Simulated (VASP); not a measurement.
# Li: single point with PBE

The system is Li.

```
Li
1.0
     2.76856    0.00000    0.00000
     0.00000    2.76856    0.00000
     0.00000    0.00000    2.76856
Li
1
Direct
  0.00000 0.00000 0.00000
```

This isn't the form of Li at room conditions, which is bcc.

```json
{
  "Program": "VASP 6.6.1",
  "Task": "single point",
  "Functional": "PBE",
  "Potentials or basis": "VASP PAW PBE potentials, release 64 (Li_sv)",
  "Cutoff": "520 eV",
  "k mesh": "40 × 40 × 40",
  "Occupations": "fermi-dirac, width 0.0612256 eV",
  "Spin": "no spin polarisation",
  "Dipole correction": "no",
  "Further INCAR settings": "ALGO = Normal; EDIFF = 1e-06; NBANDS = 8"
}
```

```
Band gap on the k mesh : zero (an odd number of electrons rules out a gap without spin polarisation)
```

Levels at points of the mesh, in eV from the Fermi level:
```
           k point  band 1  band 2  band 3  band 4
(0.00, 0.00, 0.00)  -46.84   -3.43   11.64   11.64
(0.50, 0.00, 0.00)  -46.82   -0.66    1.91   14.47
(0.50, 0.50, 0.00)  -46.80    3.10    3.10    5.58
(0.50, 0.50, 0.50)  -46.79    6.50    6.50    6.50
```

It took 100 s on 1 thread of AMD EPYC 9R45 96-Core Processor (Zen 5), on a shared host, peak memory 0.29 GiB.
